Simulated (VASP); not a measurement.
# Bi in VASP: a series of runs

Bi is run at these levels: LDA; tasks: single point.

All numbers are computed with VASP 6.6.1; they aren't measurements. Logs are shortened: lines on timing, memory, paths and dates and some standing lists are left out, and cuts for length are marked.

### Step 1. The cell of the first run

The cell holds a slab with vacuum, 10 atoms: a = 4.627 Å, b = 6.450 Å, c = 23.988 Å, α = 90.00°, β = 90.00°, γ = 87.66°.

### Step 2. Single point, LDA

Contents of INCAR:

```
SYSTEM = Bi
PREC     = Accurate       ! precision mode
ENCUT    = 520            ! plane-wave cutoff, eV
EDIFF    = 1E-6           ! SCF threshold, eV
ISMEAR   = 0              ! smearing method
SIGMA    = 0.1            ! smearing width, eV
LREAL    = .False.        ! projectors in reciprocal space
LASPH    = .True.         ! aspherical terms in the spheres
NELM     = 60             ! most SCF steps
ALGO     = Normal         ! electronic algorithm
ISIF     = 2              ! what is computed and relaxed
LWAVE    = .False.        ! write WAVECAR
LCHARG   = .False.        ! write CHGCAR
LDIPOL   = .True.       
IDIPOL   = 3            
DIPOL    = 0.5 0.5 0.500
NBANDS   = 86             ! bands
KPAR     = 4
```

Contents of KPOINTS:

```
Automatic mesh
0
Gamma
  8 6 1
  0 0 0
```

Contents of POSCAR:

```
Bi
1.0
    4.6273409022      0.0000000000      0.0000000000
    0.2628586486      6.4450862217      0.0000000000
    0.0000000000      0.0000000000     23.9879802513
Bi
10
Direct
    0.0136599391      0.2745256473      0.3190018469
    0.9863400609      0.7254743527      0.3190018469
    0.4873992592      0.7630838736      0.4041223237
    0.5126007408      0.2369161264      0.4041223237
    0.0144464088      0.2762526677      0.4999999988
    0.9855535912      0.7237473323      0.4999999988
    0.4873992592      0.7630838733      0.5958776760
    0.5126007408      0.2369161267      0.5958776760
    0.0136599388      0.2745256475      0.6809981546
    0.9863400612      0.7254743525      0.6809981546
```

Potentials or basis: VASP PAW LDA potentials, release 64 (Bi_d).

Run with:

```sh
$ cat potpaw_LDA.64/Bi_d/POTCAR > POTCAR
$ mpirun -np 4 vasp_std > vasp.out
```

OUTCAR:

```text
SYSTEM = Bi
   PREC = Accurate
   ENCUT = 520
   EDIFF = 1E-6
   ISMEAR = 0
   LREAL = .False.
   LASPH = .True.
   NELM = 60
   ISIF = 2

 ion  position               nearest neighbor table
   1  0.014  0.275  0.319-   2 2.91   4 3.08   4 3.11   2 3.55
   2  0.986  0.725  0.319-   1 2.91   3 3.08   3 3.11   1 3.55
   3  0.487  0.763  0.404-   4 3.06   2 3.08   2 3.11   6 3.26   6 3.29   4 3.39
   4  0.513  0.237  0.404-   3 3.06   1 3.08   1 3.11   5 3.26   5 3.29   3 3.39
   5  0.014  0.276  0.500-   6 2.88   4 3.26   8 3.26   4 3.29   8 3.29   6 3.57
   6  0.986  0.724  0.500-   5 2.88   3 3.26   7 3.26   3 3.29   7 3.29   5 3.57
   7  0.487  0.763  0.596-   8 3.06  10 3.08  10 3.11   6 3.26   6 3.29   8 3.39
   8  0.513  0.237  0.596-   7 3.06   9 3.08   9 3.11   5 3.26   5 3.29   7 3.39
   9  0.014  0.275  0.681-  10 2.91   8 3.08   8 3.11  10 3.55
  10  0.986  0.725  0.681-   9 2.91   7 3.08   7 3.11   9 3.55

  LATTYP: Found a simple monoclinic cell.
 ALAT       =     4.6273409022
 B/A-ratio  =     5.1839665065
 C/A-ratio  =     1.3939850965
 COS(beta)  =    -0.0407504721

  Lattice vectors:

 A1 = (   4.6273409022,   0.0000000000,   0.0000000000)
 A2 = (   0.0000000000,   0.0000000000,  23.9879802513)
 A3 = (  -0.2628586486,  -6.4450862217,   0.0000000000)

Analysis of symmetry for initial positions (statically):
=====================================================================
 Subroutine PRICEL returns:
 Original cell was already a primitive cell.

 Routine SETGRP: Setting up the symmetry group for a
 simple monoclinic supercell.

 Subroutine GETGRP returns: Found  4 space group operations
 (whereof  4 operations were pure point group operations)
 out of a pool of  4 trial point group operations.

The static configuration has the point symmetry C_2h.

Analysis of symmetry for dynamics (positions and initial velocities):
=====================================================================
 Subroutine PRICEL returns:
 Original cell was already a primitive cell.

 Routine SETGRP: Setting up the symmetry group for a
 simple monoclinic supercell.

 Subroutine GETGRP returns: Found  4 space group operations
 (whereof  4 operations were pure point group operations)
 out of a pool of  4 trial point group operations.

The dynamic configuration has the point symmetry C_2h.

 Subroutine INISYM returns: Found  4 space group operations
 (whereof  4 operations are pure point group operations),
 and found     1 'primitive' translations

----------------------------------------------------------------------------------------

                                     Primitive cell

  volume of cell :     715.4082

  direct lattice vectors                    reciprocal lattice vectors
     4.627340902  0.000000000  0.000000000     0.216106836 -0.008813777  0.000000000
     0.262858649  6.445086222  0.000000000     0.000000000  0.155156962  0.000000000
     0.000000000  0.000000000 23.987980251     0.000000000  0.000000000  0.041687545

  length of vectors
     4.627340902  6.450444254 23.987980251     0.216286493  0.155156962  0.041687545

  position of ions in fractional coordinates (direct lattice)
     0.013659939  0.274525647  0.319001847
     0.986340061  0.725474353  0.319001847
     0.487399259  0.763083874  0.404122324
     0.512600741  0.236916126  0.404122324
     0.014446409  0.276252668  0.499999999
     0.985553591  0.723747332  0.499999999
     0.487399259  0.763083873  0.595877676
     0.512600741  0.236916127  0.595877676
     0.013659939  0.274525647  0.680998155
     0.986340061  0.725474353  0.680998155

  ion indices of the primitive-cell ions
   primitive index   ion index
                 1           1
                 2           2
                 3           3
                 4           4
                 5           5
                 6           6
                 7           7
                 8           8
                 9           9
                10          10

----------------------------------------------------------------------------------------

 KPOINTS: Automatic mesh

Automatic generation of k-mesh.
 Grid dimensions read from file:
 generate k-points for:    8    6    1

 Generating k-lattice:

  Cartesian coordinates                     Fractional coordinates (reciprocal lattice)
     0.027013354 -0.001101722  0.000000000     0.125000000 -0.000000000  0.000000000
     0.000000000  0.025859494  0.000000000     0.000000000  0.166666667  0.000000000
     0.000000000  0.000000000  0.041687545     0.000000000  0.000000000  1.000000000

  Length of vectors
     0.027035812  0.025859494  0.041687545

  Shift w.r.t. Gamma in fractional coordinates (k-lattice)
     0.000000000  0.000000000  0.000000000

 Subroutine IBZKPT returns following result:
 ===========================================

 Found     26 irreducible k-points:

 Following reciprocal coordinates:
            Coordinates               Weight
  0.000000  0.000000  0.000000      1.000000
  0.125000 -0.000000  0.000000      2.000000
  0.250000 -0.000000  0.000000      2.000000
  0.375000  0.000000  0.000000      2.000000
  0.500000 -0.000000  0.000000      1.000000
  0.000000  0.166667  0.000000      2.000000
[... 16 lines left out ...]
  0.125000  0.500000  0.000000      2.000000
  0.250000  0.500000  0.000000      2.000000
 [... further k-points ...]
   k-points           NKPTS =     26   k-points in BZ     NKDIM =     26   number of bands    NBANDS=     86
   number of dos      NEDOS =    301   number of ions     NIONS =     10
   total plane-waves  NPLWV = 311040
   dimension x,y,z NGX =    36 NGY =   48 NGZ =  180
   dimension x,y,z NGXF=    72 NGYF=   96 NGZF=  360
   ions per type =              10
   NGX,Y,Z   is equivalent  to a cutoff of  12.93, 12.37, 12.47 a.u.
   NGXF,Y,Z  is equivalent  to a cutoff of  25.87, 24.74, 24.95 a.u.
 SYSTEM =  Bi
   PREC   = accura    normal or accurate (medium, high low for compatibility)
   ISTART =      0    job   : 0-new  1-cont  2-samecut
   ICHARG =      2    charge: 1-file 2-atom 10-const
   ISPIN  =      1    spin polarized calculation?
   LNONCOLLINEAR =      F non collinear calculations
   LSORBIT =      F    spin-orbit coupling
   LASPH  =      T    aspherical Exc in radial PAW
   ENCUT  =  520.0 eV  38.22 Ry    6.18 a.u.   8.60 11.99 44.60*2*pi/ulx,y,z
   NELM   =     60;   NELMIN=  2; NELMDL= -5     # of ELM steps
   EDIFF  = 0.1E-05   stopping-criterion for ELM
   LREAL  =      F    real-space projection
   EDIFFG = 0.1E-04   stopping-criterion for IOM
   NSW    =      0    number of steps for IOM
   IBRION =     -1    ionic relax: 0-MD 1-quasi-New 2-CG
   NFREE  =      0    steps in history (QN), initial steepest desc. (CG)
   ISIF   =      2    stress and relaxation
   ISYM   =      2    0-nonsym 1-usesym 2-fastsym
   POTIM  = 0.5000    time-step for ionic-motion
   TEBEG  =    0.0;   TEEND  =   0.0 temperature during run
   PSTRESS=    0.0 pullay stress
   NELECT =     150.0000    total number of electrons
   NUPDOWN=      -1.0000    fix difference up-down
   EMIN   =  10.00;   EMAX   =-10.00  energy-range for DOS
   EFERMI =   0.00;   METHOD = LEGACY
   ISMEAR =     0;   SIGMA  =   0.10  broadening in eV -4-tet -1-fermi 0-gaus
   EFERMI_NEDOS =   21; number of points for ismear=-14 and -15
   IALGO  =     38    algorithm
   IMIX   =      4    mixing-type and parameters
     AMIX     =   0.40;   BMIX     =  1.00
     AMIX_MAG =   1.60;   BMIX_MAG =  1.00
  volume/ion in A,a.u.               =      71.54       482.78
  Fermi-wavevector in a.u.,A,eV,Ry     =   0.972569  1.837890 12.869632  0.945891
  Thomas-Fermi vector in A             =   2.102879
   LORBIT       =      0    0 simple, 1 ext, 2 COOP (PROOUT), +10 PAW based schemes
   GGA     = CA    functional components
   LHFCALC =     F    Hartree Fock is set to
   AEXX    =    0.0000 exact exchange contribution
   IVDW    =     0    specifies the selected vdW correction
   LEPSILON=     F    determine dielectric tensor
   LRPA    =     F    only Hartree local field effects (RPA)
 non-spin polarized calculation
 Gauss-broadening in eV      SIGMA  =   0.10
  energy-cutoff  :      520.00
  volume of cell :      715.41
 maximum number of plane-waves:     19323
 NGX is ok and might be reduce to    36
   NGX = 17   NGY = 23   NGZ = 89

 number of electron     149.9999976 magnetization

 dipolmoment           0.000000      0.000000      0.000000 electrons x Angstroem

 Free energy of the ion-electron system (eV)
  ---------------------------------------------------
  ext. energy  EPLUGINS =         0.00000000
  ---------------------------------------------------
  free energy    TOTEN  =       -43.78183709 eV

  energy without entropy =      -43.77704526  energy(sigma->0) =      -43.77944117

 E-fermi :   0.6797     XC(G=0):  -5.3078

 val. band max:        0.6581776994   @ k =   0.0000   0.5000   0.0000
 cond. band min:       0.8049008760   @ k =   0.0000   0.0000   0.0000
 fundamental gap:      0.1467231765
 Fermi energy:         0.6796682552

 k-point     1 :       0.0000    0.0000    0.0000
  band No.  band energies     occupation
      1     -22.1720      2.00000
      2     -22.1179      2.00000
      3     -22.1104      2.00000
      4     -22.0915      2.00000
      5     -22.0913      2.00000
      6     -22.0442      2.00000
[... 78 lines left out ...]
     85       4.3189      0.00000
     86       4.6396      0.00000

 k-point     2 :       0.1250   -0.0000    0.0000
  band No.  band energies     occupation
      1     -22.1717      2.00000
      2     -22.1243      2.00000
      3     -22.0961      2.00000
      4     -22.0945      2.00000
      5     -22.0787      2.00000
      6     -22.0429      2.00000
[... 1947 lines left out ...]
     85       2.7801      0.00000
     86       3.0437      0.00000

 k-point    24 :       0.2500    0.5000    0.0000
  band No.  band energies     occupation
      1     -22.1114      2.00000
      2     -22.0692      2.00000
      3     -22.0539      2.00000
      4     -22.0398      2.00000
      5     -22.0297      2.00000
      6     -22.0192      2.00000
[... 78 lines left out ...]
     85       3.0557      0.00000
     86       3.0688      0.00000

 [... further k-points ...]

------------------------ aborting loop because EDIFF is reached ----------------------------------------

 vacuum level on the upper side and lower side of the slab       (xc-potential included)        -0.119        -0.119

  FORCE on cell =-STRESS in cart. coord.  units (eV):
  Direction    XX          YY          ZZ          XY          YZ          ZX
  --------------------------------------------------------------------------------------
  -------------------------------------------------------------------------------------
  Total       -3.7707215      2.0358549      0.2293028     -0.7442669      0.0000000      0.0000000
  in kB       -8.4446398      4.5593559      0.5135302     -1.6668072      0.0000000      0.0000000
  external PRESSURE =      -1.1239179 kB  Pullay stress =       0.0000000 kB

 VOLUME and BASIS-vectors are now :
 -----------------------------------------------------------------------------
  energy-cutoff  :      520.00
  volume of cell :      715.41
      direct lattice vectors                 reciprocal lattice vectors
     4.627340902  0.000000000  0.000000000     0.216106836 -0.008813777  0.000000000
     0.262858649  6.445086222  0.000000000     0.000000000  0.155156962  0.000000000
     0.000000000  0.000000000 23.987980251     0.000000000  0.000000000  0.041687545

 POSITION                                       TOTAL-FORCE (eV/Angst)
 -----------------------------------------------------------------------------------
      0.13537      1.76934      7.65221         0.001530     -0.021103     -0.028000
      4.75483      4.67574      7.65221        -0.001530      0.021103     -0.028000
      2.45595      4.91814      9.69408         0.001513     -0.008288      0.009208
      2.43425      1.52694      9.69408        -0.001513      0.008288      0.009208
      0.13946      1.78047     11.99399        -0.000254     -0.019888      0.000000
      4.75074      4.66461     11.99399         0.000254      0.019888      0.000000
      2.45595      4.91814     14.29390         0.001513     -0.008288     -0.009208
      2.43425      1.52694     14.29390        -0.001513      0.008288     -0.009208
      0.13537      1.76934     16.33577         0.001530     -0.021103      0.028000
      4.75483      4.67574     16.33577        -0.001530      0.021103      0.028000
 -----------------------------------------------------------------------------------
    total drift:                                0.000000      0.000000      0.000004

  FREE ENERGIE OF THE ION-ELECTRON SYSTEM (eV)
  ---------------------------------------------------
  free  energy   TOTEN  =       -43.7818370855 eV

  energy  without entropy=      -43.7770452602  energy(sigma->0) =      -43.77944117

 vacuum level on the upper side and lower side of the slab         5.067         5.067
```

Wall time 13 min (4 MPI ranks of Intel Xeon Platinum 8175M at 2.50GHz (Skylake/Cascade Lake), shared host); peak memory 1.2 GiB.

Results:

```
Free energy   : -43.7818 eV
Largest force : 0.035 eV/Å
```

Forces on the atoms (eV/Å):
```
Bi   0.002 -0.021 -0.028
Bi  -0.002  0.021 -0.028
Bi   0.002 -0.008  0.009
Bi  -0.002  0.008  0.009
Bi   0.000 -0.020  0.000
Bi   0.000  0.020  0.000
Bi   0.002 -0.008 -0.009
Bi  -0.002  0.008 -0.009
Bi   0.002 -0.021  0.028
Bi  -0.002  0.021  0.028
```

Levels at points of the mesh, in eV from the Fermi level:
| k point | band 71 | band 72 | band 73 | band 74 | band 75 | band 76 | band 77 | band 78 | band 79 | band 80 |
| --- | --- | --- | --- | --- | --- | --- | --- | --- | --- | --- |
| (0.00, 0.00, 0.00) | -1.12 | -0.81 | -0.70 | -0.53 | -0.03 | 0.13 | 0.88 | 1.25 | 1.25 | 1.67 |
| (0.50, 0.00, 0.00) | -2.39 | -1.28 | -1.08 | -0.97 | -0.76 | 1.11 | 1.26 | 1.46 | 1.78 | 2.62 |
| (0.00, 0.50, 0.00) | -1.09 | -0.94 | -0.75 | -0.59 | -0.37 | -0.02 | 0.45 | 0.52 | 0.73 | 1.21 |
| (0.50, 0.50, 0.00) | -0.57 | -0.53 | -0.31 | -0.27 | -0.17 | 0.27 | 0.37 | 0.43 | 0.53 | 0.93 |

Caveat: spin-orbit coupling is left out, which moves the levels of the heavy elements.

### Step 3. Single point, LDA

Contents of INCAR:

```
SYSTEM = Bi
  PREC = Accurate
  ENCUT = 520
  EDIFF = 1E-7
  ISMEAR = 0
  SIGMA = 0.1
  LREAL = .False.
  LASPH = .True.
  NELM = 60
  ALGO = Normal
  ISIF = 2
  LWAVE = .False.
  LCHARG = .False.
  LDIPOL = .True.
  IDIPOL = 3
  DIPOL = 0.5 0.5 0.500
  GGA = CA
  NBANDS = 86
  KPAR = 4
```

Contents of KPOINTS:

```
regular mesh
0
Gamma
  8 6 1
  0 0 0
```

Contents of POSCAR:

```
Bi
1.0
    4.6273409022      0.0000000000      0.0000000000
    0.2628586486      6.4450862217      0.0000000000
    0.0000000000      0.0000000000     23.9879802513
Bi
10
Direct
    0.0257074255      0.2628537127      0.3126565856
    0.9742925745      0.7371462873      0.3126565856
    0.5257074255      0.7628537127      0.4063282928
    0.4742925745      0.2371462873      0.4063282928
    0.0257074255      0.2628537127      0.5000000000
    0.9742925745      0.7371462873      0.5000000000
    0.5257074255      0.7628537127      0.5936717072
    0.4742925745      0.2371462873      0.5936717072
    0.0257074255      0.2628537127      0.6873434144
    0.9742925745      0.7371462873      0.6873434144
```

Potentials or basis: VASP PAW LDA potentials, release 64 (Bi_d).

Run with:

```sh
$ cat potpaw_LDA.64/Bi_d/POTCAR > POTCAR
$ mpirun -np 4 vasp_std > vasp.out
```

Run time: 14 min. Hardware: 4 MPI ranks of Intel Xeon Platinum 8259CL at 2.50GHz (Skylake/Cascade Lake), shared host; peak memory 1.2 GiB.

The run converged. Its results:

```yaml
Free_energy: -43.1835 eV
Largest_force: 0.808 eV/Å
Band_gap_on_the_k_mesh: zero (bands 75 and 76 overlap by 0.24 eV)
```

Forces on the atoms (eV/Å):
```
Bi  -0.249  0.309  0.435
Bi   0.249 -0.309  0.435
Bi  -0.513 -0.178 -0.599
Bi   0.513  0.178 -0.599
Bi  -0.587  0.373  0.000
Bi   0.587 -0.373  0.000
Bi  -0.513 -0.178  0.599
Bi   0.513  0.178  0.599
Bi  -0.249  0.309 -0.435
Bi   0.249 -0.309 -0.435
```

Levels at points of the mesh, in eV from the Fermi level:
```csv
k point,band 72,band 73,band 74,band 75,band 76,band 77,band 78,band 79
"(0.00, 0.00, 0.00)",-0.94,-0.83,-0.06,0.02,0.05,0.59,1.43,1.46
"(0.50, 0.00, 0.00)",-1.39,-1.35,-0.78,-0.64,0.56,0.87,1.38,1.65
"(0.00, 0.50, 0.00)",-0.69,-0.41,-0.28,-0.23,-0.15,0.35,0.42,1.07
"(0.50, 0.50, 0.00)",-0.44,-0.28,-0.05,0.09,0.17,0.30,0.36,0.53
```

Caveat: spin-orbit coupling is left out, which moves the levels of the heavy elements.

The gap in the log of VASP goes by the Fermi energy; the results here count the filled bands.